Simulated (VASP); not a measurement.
# Cu (Pm-3m) in VASP: further runs, part 2 of 2

VASP 6.6.1. Earlier steps stand in the parts before.

## 3. Relaxation of cell and atoms, PBE

This run uses another cell than the first one, of 12.75 Å³/atom, 0.915 times its volume.

INCAR

```
PREC = Accurate ; ENCUT = 600
EDIFF = 1E-7 ; ISMEAR = -1
SIGMA = 0.1 ; LREAL = False
LASPH = True ; NELM = 60
ALGO = Normal ; ISIF = 3
LWAVE = False ; LCHARG = False
GGA = PE ; IBRION = 2
NSW = 80 ; EDIFFG = -0.01
```

KPOINTS

```
Automatic mesh
0
Gamma
  13 13 13
```

POSCAR

```
Cu
1.0
    2.3364585681      0.0000000000      0.0000000000
    0.0000000000      2.3364585681      0.0000000000
    0.0000000000      0.0000000000      2.3364585681
Cu
1
Direct
    0.0000000000      0.0000000000      0.0000000000
```

Potentials or basis: VASP PAW PBE potentials, release 64 (Cu).

Command:

```
$ cat potpaw_PBE.64/Cu/POTCAR > POTCAR
$ mpirun -np 1 vasp_std > vasp.out
```

Wall time 13 s (1 thread of Intel Xeon 6975P-C (Granite Rapids), shared host); peak memory 0.13 GiB.

The run converged. Its results:

```yaml
Free_energy: -3.2686 eV
Relaxed_volume: 13.99 Å³/atom
Relaxed_cell: a = 2.410 Å, b = 2.410 Å, c = 2.410 Å, α = 90.00°, β = 90.00°, γ = 90.00°
Space_group_after_relaxing_to_0.05_Å: Pm-3m (No. 221)
Energy_gained_by_relaxing: 41.5 meV/atom
Ionic_steps: 3
Pressure_after_relaxing: 0.0 GPa
```

The path:
```tsv
step	energy change (eV)	largest force (eV/Å)	pressure (GPa)	volume (Å³)
1	0.0000	0.0000	11.73	12.75
2	-0.0350	0.0000	-3.55	14.56
3	-0.0415	0.0000	0.04	13.99
```

Final structure:
```yaml
crystal:
  lattice:
    - [2.40974, 0.00000, 0.00000]
    - [0.00000, 2.40974, 0.00000]
    - [0.00000, 0.00000, 2.40974]
  atoms:
    - { symbol: Cu, position: [0.00000, 0.00000, 0.00000] }
```

Levels at points of the mesh, in eV from the Fermi level:
| k point | band 4 | band 5 | band 6 | band 7 | band 8 | band 9 |
| --- | --- | --- | --- | --- | --- | --- |
| (0.00, 0.00, 0.00) | -1.28 | -1.28 | -1.28 | 17.51 | 17.51 | 17.51 |

## 4. Single point, PBE (volume scaled by 0.88)

INCAR

```
SYSTEM = Cu
ALGO = Normal ; EDIFF = 1E-6
ENCUT = 520 ; GGA = PE
ISIF = 2 ; ISMEAR = -1
LASPH = .True. ; LCHARG = .False.
LREAL = .False. ; LWAVE = .False.
NBANDS = 12 ; NELM = 80
PREC = Accurate ; SIGMA = 0.1
```

KPOINTS

```
k-points
0
Gamma
  21 21 21
  0 0 0
```

POSCAR

```
Cu
1.0
    2.3063479545      0.0000000000      0.0000000000
    0.0000000000      2.3063479545      0.0000000000
    0.0000000000      0.0000000000      2.3063479545
Cu
1
Direct
    0.0000000000      0.0000000000      0.0000000000
```

Potentials or basis: VASP PAW PBE potentials, release 64 (Cu).

Command:

```
$ cat potpaw_PBE.64/Cu/POTCAR > POTCAR
$ mpirun -np 1 vasp_std > vasp.out
```

OUTCAR:

```text
SYSTEM = Cu
   EDIFF = 1E-6
   ENCUT = 520
   GGA = PE
   ISIF = 2
   ISMEAR = -1
   LASPH = .True.
   LREAL = .False.
   NELM = 80
   PREC = Accurate

 ion  position               nearest neighbor table
   1  0.000  0.000  0.000-

  LATTYP: Found a simple cubic cell.
 ALAT       =     2.3063479545

  Lattice vectors:

 A1 = (   2.3063479545,   0.0000000000,   0.0000000000)
 A2 = (   0.0000000000,   2.3063479545,   0.0000000000)
 A3 = (   0.0000000000,   0.0000000000,   2.3063479545)

[... 536 lines left out ...]
     11      34.8601      0.00000
     12      39.6998      0.00000

 [... further k-points ...]

------------------------ aborting loop because EDIFF is reached ----------------------------------------

  FORCE on cell =-STRESS in cart. coord.  units (eV):
  Direction    XX          YY          ZZ          XY          YZ          ZX
  --------------------------------------------------------------------------------------
  -------------------------------------------------------------------------------------
  Total        1.4166486      1.4166486      1.4166486      0.0000000      0.0000000     -0.0000000
  in kB      185.0112866    185.0112866    185.0112866      0.0000000      0.0000000     -0.0000000
  external PRESSURE =     185.0112866 kB  Pullay stress =       0.0000000 kB

 VOLUME and BASIS-vectors are now :
 -----------------------------------------------------------------------------
  energy-cutoff  :      520.00
  volume of cell :       12.27
      direct lattice vectors                 reciprocal lattice vectors
     2.306347955  0.000000000  0.000000000     0.433585920  0.000000000  0.000000000
     0.000000000  2.306347955  0.000000000     0.000000000  0.433585920  0.000000000
     0.000000000  0.000000000  2.306347955     0.000000000  0.000000000  0.433585920

 POSITION                                       TOTAL-FORCE (eV/Angst)
 -----------------------------------------------------------------------------------
      0.00000      0.00000      0.00000         0.000000      0.000000      0.000000
 -----------------------------------------------------------------------------------
    total drift:                                0.000000      0.000000      0.000000

  FREE ENERGIE OF THE ION-ELECTRON SYSTEM (eV)
  ---------------------------------------------------
  free  energy   TOTEN  =        -3.1833948381 eV

  energy  without entropy=       -3.1755174331  energy(sigma->0) =       -3.17945614
```

Wall time 14 s (1 thread of Intel Xeon 6975P-C (Granite Rapids), shared host); peak memory 0.14 GiB.

Results:

```
Free energy : -3.1834 eV
Pressure    : 18.5 GPa
```

Levels at points of the mesh, in eV from the Fermi level:
```csv
k point,band 3,band 4,band 5,band 6,band 7,band 8,band 9,band 10
"(0.00, 0.00, 0.00)",-4.33,-1.34,-1.34,-1.34,18.96,18.96,18.96,22.59
```

Caveat: the cell differs from its parent crystal (volume scaled by 0.88).

## 5. Single point, PBE (volume scaled by 0.92)

INCAR

```
PREC = Accurate
ENCUT = 520
EDIFF = 1E-6
ISMEAR = -1
SIGMA = 0.1
LREAL = False
LASPH = True
NELM = 80
ALGO = Normal
ISIF = 2
LWAVE = False
LCHARG = False
GGA = PE
NBANDS = 12
```

KPOINTS

```
regular mesh
0
Gamma
  21 21 21
```

POSCAR

```
Cu
1.0
    2.3407761341      0.0000000000      0.0000000000
    0.0000000000      2.3407761341      0.0000000000
    0.0000000000      0.0000000000      2.3407761341
Cu
1
Direct
    0.0000000000      0.0000000000      0.0000000000
```

Potentials or basis: VASP PAW PBE potentials, release 64 (Cu).

Command:

```
$ cat potpaw_PBE.64/Cu/POTCAR > POTCAR
$ mpirun -np 1 vasp_std > vasp.out
```

OUTCAR:

```text
PREC = Accurate
   ENCUT = 520
   EDIFF = 1E-6
   ISMEAR = -1
   LREAL = False
   LASPH = True
   NELM = 80
   ISIF = 2
   GGA = PE

 ion  position               nearest neighbor table
   1  0.000  0.000  0.000-

  LATTYP: Found a simple cubic cell.
 ALAT       =     2.3407761341

  Lattice vectors:

 A1 = (   2.3407761341,   0.0000000000,   0.0000000000)
 A2 = (   0.0000000000,   2.3407761341,   0.0000000000)
[... 537 lines left out ...]
     10      29.9110      0.00000
     11      33.6148      0.00000
     12      38.3145      0.00000

 [... further k-points ...]

------------------------ aborting loop because EDIFF is reached ----------------------------------------

  FORCE on cell =-STRESS in cart. coord.  units (eV):
  Direction    XX          YY          ZZ          XY          YZ          ZX
  --------------------------------------------------------------------------------------
  -------------------------------------------------------------------------------------
  Total        0.8856057      0.8856057      0.8856057      0.0000000      0.0000000     -0.0000000
  in kB      110.6296004    110.6296004    110.6296004      0.0000000      0.0000000     -0.0000000
  external PRESSURE =     110.6296004 kB  Pullay stress =       0.0000000 kB

 VOLUME and BASIS-vectors are now :
 -----------------------------------------------------------------------------
  energy-cutoff  :      520.00
  volume of cell :       12.83
      direct lattice vectors                 reciprocal lattice vectors
     2.340776134  0.000000000  0.000000000     0.427208730  0.000000000  0.000000000
     0.000000000  2.340776134  0.000000000     0.000000000  0.427208730  0.000000000
     0.000000000  0.000000000  2.340776134     0.000000000  0.000000000  0.427208730

 POSITION                                       TOTAL-FORCE (eV/Angst)
 -----------------------------------------------------------------------------------
      0.00000      0.00000      0.00000         0.000000      0.000000      0.000000
 -----------------------------------------------------------------------------------
    total drift:                                0.000000      0.000000      0.000000

  FREE ENERGIE OF THE ION-ELECTRON SYSTEM (eV)
  ---------------------------------------------------
  free  energy   TOTEN  =        -3.2339648098 eV

  energy  without entropy=       -3.2257835435  energy(sigma->0) =       -3.22987418
```

OSZICAR:

```text
N       E                     dE             d eps       ncg     rms          rms(c)
DAV:   1     0.432341807027E+02    0.43234E+02   -0.54051E+03  7628   0.150E+03
DAV:   2    -0.252735044249E+01   -0.45762E+02   -0.42131E+02  7072   0.200E+02
DAV:   3    -0.397863094229E+01   -0.14513E+01   -0.14391E+01  8012   0.405E+01
DAV:   4    -0.398835045906E+01   -0.97195E-02   -0.97181E-02  7736   0.294E+00
DAV:   5    -0.398845127380E+01   -0.10081E-03   -0.10081E-03  8092   0.312E-01    0.727E+00
DAV:   6    -0.361188411571E+01    0.37657E+00   -0.12257E+01  8052   0.678E+01    0.387E+00
DAV:   7    -0.324417133714E+01    0.36771E+00   -0.20524E+00  7984   0.278E+01    0.398E-01
DAV:   8    -0.323715583382E+01    0.70155E-02   -0.15479E-02  8756   0.246E+00    0.434E-01
DAV:   9    -0.323400261924E+01    0.31532E-02   -0.20295E-02  8336   0.249E+00    0.568E-02
DAV:  10    -0.323396400395E+01    0.38615E-04   -0.27089E-04  9784   0.293E-01    0.517E-03
DAV:  11    -0.323396480981E+01   -0.80586E-06   -0.23416E-06  7812   0.162E-02
   1 F= -.32339648E+01 E0= -.32298742E+01  d E =-.818127E-02
```

It took 13 s on 1 thread of Intel Xeon 6975P-C (Granite Rapids), shared host; peak memory 0.14 GiB.

What came out:

* Free energy: -3.2340 eV
* Pressure: 11.1 GPa

Caveat: the cell differs from its parent crystal (volume scaled by 0.92).

## 6. The runs side by side

| task | cell | k mesh | cutoff (eV) | gap on the mesh (eV) | pressure (GPa) |
| --- | --- | --- | --- | --- | --- |
| single point | a = 2.407 Å, 1 atom | 13 × 13 × 13 | 520 | none | 0.3 |
| relaxation of cell and atoms | relaxed from a = 2.336 Å, 1 atom | 13 × 13 × 13 | 600 | none | 0.0 |
| single point | a = 2.306 Å, 1 atom | 21 × 21 × 21 | 520 | none | 18.5 |
| single point | a = 2.341 Å, 1 atom | 21 × 21 × 21 | 520 | none | 11.1 |

Alike in all rows: level PBE; potentials or basis VASP PAW PBE potentials, release 64 (Cu); no spin polarisation; smearing fermi-dirac 0.1 eV.

Total energies depend on the potentials used, so only differences within one code and one set of settings carry meaning.
